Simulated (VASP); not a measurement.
Input of a VASP 6.6.1 run:

The input INCAR:

```
SYSTEM = ScSi4O
  PREC = Accurate
  ENCUT = 520
  EDIFF = 1E-6
  ISMEAR = 0
  SIGMA = 0.1
  LREAL = .FALSE.
  LASPH = .TRUE.
  NELM = 60
  ALGO = Normal
  ISIF = 2
  LWAVE = .FALSE.
  LCHARG = .FALSE.
  GGA = PE
  NBANDS = 26
```

File KPOINTS:

```
Automatic mesh
0
G
  6 6 4
  0 0 0
```

File POSCAR:

```
ScSi4O
1.0
    4.0271869900      0.0000000000      0.0000000000
   -2.0135934900      3.4876462400      0.0000000000
    0.0000000000      0.0000000000      6.0510553600
Sc Si O
1 4 1
Direct
    0.0000000000      0.0000000000      0.5000000000
    0.3333333300      0.6666666700      0.0000000000
    0.6666666700      0.3333333300      0.0000000000
    0.3333333300      0.6666666700      0.5000000000
    0.6666666700      0.3333333300      0.5000000000
    0.0000000000      0.0000000000      0.0000000000
```

Potentials or basis: VASP PAW PBE potentials, release 64 (Sc_sv, Si, O).

Command:

```console
$ cat potpaw_PBE.64/Sc_sv/POTCAR potpaw_PBE.64/Si/POTCAR potpaw_PBE.64/O/POTCAR > POTCAR
$ mpirun -np 1 vasp_std > vasp.out
```

**Question.** What does it give for the band gap on the k mesh?

**Answer.** Zero (an odd number of electrons rules out a gap without spin polarisation).

**Question.** Predict the pressure.

**Answer.** 29.6 GPa.

Stress tensor (GPa, compression positive):
```
 52.08   0.00   0.00
  0.00  52.08   0.00
  0.00   0.00 -15.39
```

Caveat: the stress differs along the axes, from -15 to 52 GPa; an odd number of electrons without spin polarisation forces a metal; a magnetic or distorted state may lie lower.
